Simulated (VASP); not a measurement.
Crystal: Os.

```
Os
1.0
     2.78772    0.00000    0.00000
    -1.39386    2.41424    0.00000
     0.00000    0.00000    4.40442
Os
2
Direct
  0.66667 0.33333 0.75000
  0.33333 0.66667 0.25000
```

Base run:

| Quantity | Value |
| --- | --- |
| Program | VASP 6.6.1 |
| Functional | BLYP |
| Dispersion | D4 |
| Potentials or basis | VASP PAW PBE potentials, release 64 (Os) |
| Cutoff | 520 eV |
| k mesh | 11 × 11 × 6 |
| Occupations | fermi-dirac, width 0.05 eV |
| Spin | no spin polarisation |

Its results: band gap on the k mesh zero (band 8 reaches 11.09 eV, above the bottom of band 9 at 7.54 eV); pressure -8.9 GPa.

After a change of settings the same cell gave: band gap on the k mesh zero (band 8 reaches 10.55 eV, above the bottom of band 9 at 7.02 eV); pressure -24.0 GPa. Which change was it?
A. functional from BLYP to PBE; further incar settings from ALGO = Fast; EDIFF = 1e-06; NBANDS = 15 to ALGO = Normal; EDIFF = 1e-06; NBANDS = 15
B. dispersion from D4 to none; further incar settings from ALGO = Fast; EDIFF = 1e-06; NBANDS = 15 to ALGO = Normal; EDIFF = 1e-06; NBANDS = 15
C. functional from BLYP to revPBE; dispersion from D4 to D3(BJ)

C.

Caveats: the PAW data sets were made with another functional, which shifts forces and pressure a little; spin-orbit coupling is left out, which moves the levels of the heavy elements; pairwise dispersion overbinds metals, which lowers pressure and volume.
